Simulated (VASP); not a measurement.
Here is a VASP 6.6.1 calculation.

File INCAR:

```
PREC     = Accurate       # precision mode
ENCUT    = 520            # plane-wave cutoff, eV
EDIFF    = 1E-7           # SCF threshold, eV
ISMEAR   = 0              # smearing method
SIGMA    = 0.1            # smearing width, eV
LREAL    = F              # projectors in reciprocal space
LASPH    = T              # aspherical terms in the spheres
NELM     = 60             # most SCF steps
ALGO     = Normal         # electronic algorithm
ISIF     = 2              # what is computed and relaxed
LWAVE    = F              # write WAVECAR
LCHARG   = F              # write CHGCAR
GGA      = PE             # functional
NBANDS   = 34             # bands
```

File KPOINTS:

```
regular mesh
0
Gamma
  4 4 4
```

POSCAR

```
ZrPbO4
1.0
    3.7554252200      0.0000000000      0.0000000000
    0.0000000000      3.7554252200      0.0000000000
    0.0000000000      0.0000000000      5.3965479700
Zr Pb O
1 1 4
Direct
    0.5000000000      0.5000000000      0.5000000000
    0.0000000000      0.0000000000      0.0000000000
    0.5000000000      0.0000000000      0.7631459800
    0.0000000000      0.5000000000      0.2368540200
    0.5000000000      0.0000000000      0.2368540200
    0.0000000000      0.5000000000      0.7631459800
```

Potentials or basis: VASP PAW PBE potentials, release 64 (Zr_sv, Pb_d, O).

Launch:

```console
$ cat potpaw_PBE.64/Zr_sv/POTCAR potpaw_PBE.64/Pb_d/POTCAR potpaw_PBE.64/O/POTCAR > POTCAR
$ mpirun -np 1 vasp_std > vasp.out
```

Q: What does it give for the largest force?

A: 2.373 eV/Å.

Q: Predict the band gap on the k mesh.

A: Zero (band 25 reaches 6.07 eV, above the bottom of band 26 at 5.75 eV).

Q: Estimate the pressure.

A: -7.5 GPa.

Stress tensor (GPa, compression positive):
```
 -5.65   0.00   0.00
  0.00  -5.65   0.00
  0.00   0.00 -11.22
```

Caveat: the k points lie up to 0.42 Å⁻¹ apart; spin-orbit coupling is left out, which moves the levels of the heavy elements; forces of over 1 eV/Å act on the atoms, so gaps and moduli don't describe the material at rest.
